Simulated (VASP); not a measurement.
# SmGaTe3 (Pm-3m) in VASP: further runs

SmGaTe3 is run at these levels: PBE; tasks: single point, relaxation of cell and atoms.

Program: VASP 6.6.1. These are calculated values, not measurements. Logs are shortened: lines on timing, memory, paths and dates and some standing lists are left out, and cuts for length are marked.

**1. The cell of the first run**

The structure is cubic, space group Pm-3m (No. 221). Conventional cell: a = 5.373 Å, b = 5.373 Å, c = 5.373 Å, α = 90.00°, β = 90.00°, γ = 90.00°. Sm (site symmetry m-3m) has 12 Te at 3.80 Å and 8 Ga at 4.65 Å within 5.0 Å. Within 3.5 Å of Ga (site symmetry m-3m) lie 6 Te at 2.69 Å. Within 3.5 Å of Te (site symmetry 4/mmm) lie 2 Ga at 2.69 Å.

The cell was generated, and may not be a known phase.

**2. Single point, PBE**

The input, INCAR:

```
SYSTEM = SmGaTe3
PREC = Accurate ; ENCUT = 500
EDIFF = 1E-6 ; ISMEAR = 0
SIGMA = 0.1 ; LREAL = .FALSE.
LASPH = .TRUE. ; NELM = 200
ALGO = Normal ; ISIF = 2
LWAVE = .FALSE. ; LCHARG = .FALSE.
GGA = PE ; NBANDS = 29
GGA_COMPAT = .FALSE. ; LMAXMIX = 6
```

The input, KPOINTS:

```
Automatic mesh
0
G
  8 8 8
  0 0 0
```

The input, POSCAR:

```
SmGaTe3
1.0
    5.3728292189      0.0000000000      0.0000000000
    0.0000000000      5.3728292189      0.0000000000
    0.0000000000      0.0000000000      5.3728292189
Sm Ga Te
1 1 3
Direct
    0.0000000000      0.0000000000      0.0000000000
    0.5000000000      0.5000000000      0.5000000000
    0.0000000000      0.5000000000      0.5000000000
    0.5000000000      0.0000000000      0.5000000000
    0.5000000000      0.5000000000      0.0000000000
```

Potentials or basis: VASP PAW PBE potentials, release 64 (Sm_3, Ga_d, Te), 4f in core.

Run with:

```
cat potpaw_PBE.64/Sm_3/POTCAR potpaw_PBE.64/Ga_d/POTCAR potpaw_PBE.64/Te/POTCAR > POTCAR
mpirun -np 1 vasp_std > vasp.out
```

OUTCAR:

```text
SYSTEM = SmGaTe3
   PREC = Accurate
   ENCUT = 500
   EDIFF = 1E-6
   ISMEAR = 0
   LREAL = .FALSE.
   LASPH = .TRUE.
   NELM = 200
   ISIF = 2
   GGA = PE

 ion  position               nearest neighbor table
   1  0.000  0.000  0.000-
   2  0.500  0.500  0.500-   3 2.69   4 2.69   5 2.69   5 2.69   4 2.69   3 2.69
   3  0.000  0.500  0.500-   2 2.69   2 2.69
   4  0.500  0.000  0.500-   2 2.69   2 2.69
   5  0.500  0.500  0.000-   2 2.69   2 2.69

  LATTYP: Found a simple cubic cell.
 ALAT       =     5.3728292189

  Lattice vectors:

 A1 = (   5.3728292189,   0.0000000000,   0.0000000000)
 A2 = (   0.0000000000,   5.3728292189,   0.0000000000)
 A3 = (   0.0000000000,   0.0000000000,   5.3728292189)

Analysis of symmetry for initial positions (statically):
=====================================================================
 Subroutine PRICEL returns:
 Original cell was already a primitive cell.

 Routine SETGRP: Setting up the symmetry group for a
 simple cubic supercell.

 Subroutine GETGRP returns: Found 48 space group operations
 (whereof 48 operations were pure point group operations)
 out of a pool of 48 trial point group operations.

The static configuration has the point symmetry O_h .

Analysis of symmetry for dynamics (positions and initial velocities):
=====================================================================
 Subroutine PRICEL returns:
 Original cell was already a primitive cell.

 Routine SETGRP: Setting up the symmetry group for a
 simple cubic supercell.

 Subroutine GETGRP returns: Found 48 space group operations
 (whereof 48 operations were pure point group operations)
 out of a pool of 48 trial point group operations.

The dynamic configuration has the point symmetry O_h .

 Subroutine INISYM returns: Found 48 space group operations
 (whereof 48 operations are pure point group operations),
 and found     1 'primitive' translations

----------------------------------------------------------------------------------------

                                     Primitive cell

  volume of cell :     155.0990

  direct lattice vectors                    reciprocal lattice vectors
     5.372829219  0.000000000  0.000000000     0.186121680  0.000000000  0.000000000
     0.000000000  5.372829219  0.000000000     0.000000000  0.186121680  0.000000000
     0.000000000  0.000000000  5.372829219     0.000000000  0.000000000  0.186121680

  length of vectors
     5.372829219  5.372829219  5.372829219     0.186121680  0.186121680  0.186121680

  position of ions in fractional coordinates (direct lattice)
     0.000000000  0.000000000  0.000000000
     0.500000000  0.500000000  0.500000000
     0.000000000  0.500000000  0.500000000
     0.500000000  0.000000000  0.500000000
     0.500000000  0.500000000  0.000000000

  ion indices of the primitive-cell ions
   primitive index   ion index
                 1           1
                 2           2
                 3           3
                 4           4
                 5           5

----------------------------------------------------------------------------------------

 KPOINTS: Automatic mesh

Automatic generation of k-mesh.
 Grid dimensions read from file:
 generate k-points for:    8    8    8

 Generating k-lattice:

  Cartesian coordinates                     Fractional coordinates (reciprocal lattice)
     0.023265210  0.000000000  0.000000000     0.125000000  0.000000000  0.000000000
     0.000000000  0.023265210  0.000000000     0.000000000  0.125000000  0.000000000
     0.000000000  0.000000000  0.023265210     0.000000000  0.000000000  0.125000000

  Length of vectors
     0.023265210  0.023265210  0.023265210

  Shift w.r.t. Gamma in fractional coordinates (k-lattice)
     0.000000000  0.000000000  0.000000000

 Subroutine IBZKPT returns following result:
 ===========================================

 Found     35 irreducible k-points:

 Following reciprocal coordinates:
            Coordinates               Weight
  0.000000  0.000000  0.000000      1.000000
  0.125000  0.000000  0.000000      6.000000
  0.250000  0.000000  0.000000      6.000000
  0.375000  0.000000  0.000000      6.000000
  0.500000  0.000000  0.000000      3.000000
  0.125000  0.125000  0.000000     12.000000
[... 16 lines left out ...]
  0.375000  0.375000  0.125000     24.000000
  0.500000  0.375000  0.125000     24.000000
 [... further k-points ...]
   k-points           NKPTS =     35   k-points in BZ     NKDIM =     35   number of bands    NBANDS=     29
   number of dos      NEDOS =    301   number of ions     NIONS =      5
   total plane-waves  NPLWV =  64000
   dimension x,y,z NGX =    40 NGY =   40 NGZ =   40
   dimension x,y,z NGXF=    80 NGYF=   80 NGZF=   80
   ions per type =               1   1   3
   NGX,Y,Z   is equivalent  to a cutoff of  12.38, 12.38, 12.38 a.u.
   NGXF,Y,Z  is equivalent  to a cutoff of  24.75, 24.75, 24.75 a.u.
 SYSTEM =  SmGaTe3
   PREC   = accura    normal or accurate (medium, high low for compatibility)
   ISTART =      0    job   : 0-new  1-cont  2-samecut
   ICHARG =      2    charge: 1-file 2-atom 10-const
   ISPIN  =      1    spin polarized calculation?
   LNONCOLLINEAR =      F non collinear calculations
   LSORBIT =      F    spin-orbit coupling
   LASPH  =      T    aspherical Exc in radial PAW
   ENCUT  =  500.0 eV  36.75 Ry    6.06 a.u.   9.80  9.80  9.80*2*pi/ulx,y,z
   NELM   =    200;   NELMIN=  2; NELMDL= -5     # of ELM steps
   EDIFF  = 0.1E-05   stopping-criterion for ELM
   LREAL  =      F    real-space projection
   EDIFFG = 0.1E-04   stopping-criterion for IOM
   NSW    =      0    number of steps for IOM
   IBRION =     -1    ionic relax: 0-MD 1-quasi-New 2-CG
   NFREE  =      0    steps in history (QN), initial steepest desc. (CG)
   ISIF   =      2    stress and relaxation
   ISYM   =      2    0-nonsym 1-usesym 2-fastsym
   POTIM  = 0.5000    time-step for ionic-motion
   TEBEG  =    0.0;   TEEND  =   0.0 temperature during run
   PSTRESS=    0.0 pullay stress
   NELECT =      42.0000    total number of electrons
   NUPDOWN=      -1.0000    fix difference up-down
   EMIN   =  10.00;   EMAX   =-10.00  energy-range for DOS
   EFERMI =   0.00;   METHOD = LEGACY
   ISMEAR =     0;   SIGMA  =   0.10  broadening in eV -4-tet -1-fermi 0-gaus
   EFERMI_NEDOS =   21; number of points for ismear=-14 and -15
   IALGO  =     38    algorithm
   IMIX   =      4    mixing-type and parameters
     AMIX     =   0.40;   BMIX     =  1.00
     AMIX_MAG =   1.60;   BMIX_MAG =  1.00
  volume/ion in A,a.u.               =      31.02       209.33
  Fermi-wavevector in a.u.,A,eV,Ry     =   1.059144  2.001491 15.262817  1.121785
  Thomas-Fermi vector in A             =   2.194479
   LORBIT       =      0    0 simple, 1 ext, 2 COOP (PROOUT), +10 PAW based schemes
   GGA     = PE    functional components
   LHFCALC =     F    Hartree Fock is set to
   AEXX    =    0.0000 exact exchange contribution
   IVDW    =     0    specifies the selected vdW correction
   LEPSILON=     F    determine dielectric tensor
   LRPA    =     F    only Hartree local field effects (RPA)
 non-spin polarized calculation
 Gauss-broadening in eV      SIGMA  =   0.10
  energy-cutoff  :      500.00
  volume of cell :      155.10
 maximum number of plane-waves:      3956
 NGX is ok and might be reduce to    40
   NGX = 19   NGY = 19   NGZ = 19

 number of electron      42.0000014 magnetization

 Free energy of the ion-electron system (eV)
  ---------------------------------------------------
  ext. energy  EPLUGINS =         0.00000000
  ---------------------------------------------------
  free energy    TOTEN  =       -18.38860638 eV

  energy without entropy =      -18.37586868  energy(sigma->0) =      -18.38223753

 E-fermi :   5.2857     XC(G=0):  -9.4461

 val. band max:        5.2498856735   @ k =   0.3750   0.3750   0.1250
 cond. band min:       5.3193781045   @ k =   0.5000   0.3750   0.3750
 fundamental gap:      0.0694924309
 Fermi energy:         5.2856925043

 k-point     1 :       0.0000    0.0000    0.0000
  band No.  band energies     occupation
      1     -37.8376      2.00000
      2     -17.0539      2.00000
      3     -17.0539      2.00000
      4     -17.0539      2.00000
      5      -9.8192      2.00000
      6      -9.8192      2.00000
[... 21 lines left out ...]
     28       6.6223      0.00000
     29      10.7343      0.00000

 k-point     2 :       0.1250    0.0000    0.0000
  band No.  band energies     occupation
      1     -37.8376      2.00000
      2     -17.0549      2.00000
      3     -17.0538      2.00000
      4     -17.0538      2.00000
      5      -9.8191      2.00000
      6      -9.8156      2.00000
[... 21 lines left out ...]
     28       7.1681      0.00000
     29      10.6006      0.00000

 k-point     3 :       0.2500    0.0000    0.0000
  band No.  band energies     occupation
      1     -37.8376      2.00000
      2     -17.0572      2.00000
      3     -17.0535      2.00000
      4     -17.0535      2.00000
      5      -9.8190      2.00000
      6      -9.8071      2.00000
[... 21 lines left out ...]
     28       8.1251      0.00000
     29      10.3101      0.00000

 k-point     4 :       0.3750    0.0000    0.0000
  band No.  band energies     occupation
      1     -37.8376      2.00000
      2     -17.0596      2.00000
      3     -17.0532      2.00000
      4     -17.0532      2.00000
      5      -9.8189      2.00000
      6      -9.7987      2.00000
[... 21 lines left out ...]
     28       8.6471      0.00000
     29       9.2597      0.00000

 k-point     5 :       0.5000    0.0000    0.0000
  band No.  band energies     occupation
      1     -37.8376      2.00000
      2     -17.0606      2.00000
      3     -17.0531      2.00000
      4     -17.0531      2.00000
      5      -9.8188      2.00000
      6      -9.7953      2.00000
[... 21 lines left out ...]
     28       7.9435      0.00000
     29       8.9270      0.00000
[... 510 lines left out ...]
     28       8.6260      0.00000
     29       9.7293      0.00000

 k-point    22 :       0.5000    0.2500    0.1250
  band No.  band energies     occupation
      1     -37.8375      2.00000
      2     -17.0598      2.00000
      3     -17.0561      2.00000
      4     -17.0536      2.00000
      5      -9.8080      2.00000
      6      -9.7884      2.00000
[... 21 lines left out ...]
     28       7.9572      0.00000
     29       9.0308      0.00000

 k-point    23 :       0.3750    0.3750    0.1250
  band No.  band energies     occupation
      1     -37.8375      2.00000
      2     -17.0586      2.00000
      3     -17.0584      2.00000
      4     -17.0535      2.00000
      5      -9.8054      2.00000
      6      -9.7853      2.00000
[... 21 lines left out ...]
     28       8.4586      0.00000
     29       9.2999      0.00000

 k-point    24 :       0.5000    0.3750    0.1250
  band No.  band energies     occupation
      1     -37.8375      2.00000
      2     -17.0594      2.00000
      3     -17.0583      2.00000
      4     -17.0534      2.00000
      5      -9.8048      2.00000
      6      -9.7820      2.00000
[... 21 lines left out ...]
     28       8.2386      0.00000
     29       8.3683      0.00000

 [... further k-points ...]
[... 5 lines left out ...]
  --------------------------------------------------------------------------------------
  -------------------------------------------------------------------------------------
  Total        0.0126464      0.0126464      0.0126464     -0.0000000      0.0000000      0.0000000
  in kB        0.1306374      0.1306374      0.1306374     -0.0000000      0.0000000      0.0000000
  external PRESSURE =       0.1306374 kB  Pullay stress =       0.0000000 kB

 VOLUME and BASIS-vectors are now :
 -----------------------------------------------------------------------------
  energy-cutoff  :      500.00
  volume of cell :      155.10
      direct lattice vectors                 reciprocal lattice vectors
     5.372829219  0.000000000  0.000000000     0.186121680  0.000000000  0.000000000
     0.000000000  5.372829219  0.000000000     0.000000000  0.186121680  0.000000000
     0.000000000  0.000000000  5.372829219     0.000000000  0.000000000  0.186121680

 POSITION                                       TOTAL-FORCE (eV/Angst)
 -----------------------------------------------------------------------------------
      0.00000      0.00000      0.00000         0.000000      0.000000      0.000000
      2.68641      2.68641      2.68641         0.000000      0.000000      0.000000
      0.00000      2.68641      2.68641         0.000000      0.000000      0.000000
      2.68641      0.00000      2.68641         0.000000      0.000000      0.000000
      2.68641      2.68641      0.00000         0.000000      0.000000      0.000000
 -----------------------------------------------------------------------------------
    total drift:                               -0.000000      0.000000     -0.000000

  FREE ENERGIE OF THE ION-ELECTRON SYSTEM (eV)
  ---------------------------------------------------
  free  energy   TOTEN  =       -18.3886063791 eV

  energy  without entropy=      -18.3758686842  energy(sigma->0) =      -18.38223753
```

It took 73 s on 1 thread of AMD EPYC 9R45 (Zen 5), shared host; peak memory 0.31 GiB.

What came out:

```yaml
Free_energy: -18.3886 eV
Pressure: 0.0 GPa
Band_gap_on_the_k_mesh: zero (bands 21 and 22 overlap by 1.48 eV)
```

Levels at points of the mesh, in eV from the Fermi level:
| k point | band 17 | band 18 | band 19 | band 20 | band 21 | band 22 | band 23 | band 24 | band 25 | band 26 |
| --- | --- | --- | --- | --- | --- | --- | --- | --- | --- | --- |
| (0.00, 0.00, 0.00) | -1.03 | -1.03 | -1.03 | -0.51 | -0.51 | -0.51 | 0.52 | 0.52 | 0.77 | 0.77 |
| (0.50, 0.00, 0.00) | -2.29 | -1.99 | -1.99 | -1.13 | -1.13 | 0.92 | 1.06 | 1.43 | 2.52 | 2.56 |
| (0.50, 0.50, 0.00) | -2.39 | -2.06 | -2.06 | -0.14 | 0.08 | 0.96 | 1.10 | 2.45 | 2.66 | 2.66 |
| (0.50, 0.50, 0.50) | -0.08 | -0.08 | 0.25 | 0.63 | 0.63 | 0.63 | 1.27 | 1.27 | 1.27 | 1.52 |

Caveat: spin-orbit coupling is left out, which moves the levels of the heavy elements; the 4f electrons are frozen in the core, so they carry no moment and show no levels. Spin polarisation is off, so any magnetic state and its effect on volume and gap are missing.

**3. Relaxation of cell and atoms, PBE**

This run uses another cell than the first one, of 30.91 Å³/atom.

The input, INCAR:

```
PREC = Accurate ; ENCUT = 500
EDIFF = 1E-7 ; ISMEAR = 0
SIGMA = 0.1 ; LREAL = False
LASPH = True ; NELM = 200
ALGO = Normal ; ISIF = 3
LWAVE = False ; LCHARG = False
GGA = PE ; IBRION = 2
NSW = 100 ; EDIFFG = -0.01
GGA_COMPAT = False ; NELMIN = 4
LMAXMIX = 6
```

The input, KPOINTS:

```
regular mesh
0
Gamma
  8 8 8
```

Changes to POSCAR since step 2:

```diff
@@ -2,5 +2,5 @@
 1.0
-    5.3728292189      0.0000000000      0.0000000000
-    0.0000000000      5.3728292189      0.0000000000
-    0.0000000000      0.0000000000      5.3728292189
+    5.3662153211      0.0000000000      0.0000000000
+    0.0000000000      5.3662153211      0.0000000000
+    0.0000000000      0.0000000000      5.3662153211
 Sm Ga Te
```

Potentials or basis: VASP PAW PBE potentials, release 64 (Sm_3, Ga_d, Te), 4f in core.

Run with:

```
cat potpaw_PBE.64/Sm_3/POTCAR potpaw_PBE.64/Ga_d/POTCAR potpaw_PBE.64/Te/POTCAR > POTCAR
mpirun -np 1 vasp_std > vasp.out
```

Wall time 2.4 min (1 thread of AMD EPYC 9R45 (Zen 5), shared host); peak memory 0.31 GiB.

It converged, with:

| Quantity | Value |
| --- | --- |
| Free energy | -18.3886 eV |
| Relaxed volume | 31.03 Å³/atom |
| Relaxed cell | a = 5.373 Å, b = 5.373 Å, c = 5.373 Å, α = 90.00°, β = 90.00°, γ = 90.00° |
| Space group after relaxing (to 0.1 Å) | Pm-3m (No. 221) |
| Energy gained by relaxing | 0.1 meV/atom |
| Ionic steps | 3 |
| Pressure after relaxing | 0.0 GPa |
| Band gap on the k mesh | zero (bands 21 and 22 overlap by 1.48 eV) |

The path:
```tsv
step	energy change (eV)	largest force (eV/Å)	pressure (GPa)	volume (Å³)
1	0.0000	0.0000	0.19	154.53
2	-0.0003	0.0000	-0.07	155.37
3	-0.0004	0.0000	0.00	155.13
```

Final structure:
```
CELL_PARAMETERS angstrom
5.37320 0.00000 0.00000
0.00000 5.37320 0.00000
0.00000 0.00000 5.37320
ATOMIC_POSITIONS crystal
Sm 0.00000 0.00000 0.00000
Ga 0.50000 0.50000 0.50000
Te 0.00000 0.50000 0.50000
Te 0.50000 0.00000 0.50000
Te 0.50000 0.50000 0.00000
```

Levels at points of the mesh, in eV from the Fermi level:
```csv
k point,band 18,band 19,band 20,band 21,band 22,band 23,band 24,band 25
"(0.00, 0.00, 0.00)",-1.03,-1.03,-0.51,-0.51,-0.51,0.52,0.52,0.77
"(0.50, 0.00, 0.00)",-1.99,-1.99,-1.13,-1.13,0.92,1.06,1.43,2.55
"(0.50, 0.50, 0.00)",-2.06,-2.06,-0.14,0.08,0.96,1.10,2.45,2.66
"(0.50, 0.50, 0.50)",-0.08,0.25,0.63,0.63,0.63,1.27,1.27,1.27
```

Caveat: spin-orbit coupling is left out, which moves the levels of the heavy elements; the 4f electrons are frozen in the core, so they carry no moment and show no levels. Spin polarisation is off, so any magnetic state and its effect on volume and gap are missing.

The gap in the log of VASP goes by the Fermi energy; the results here count the filled bands.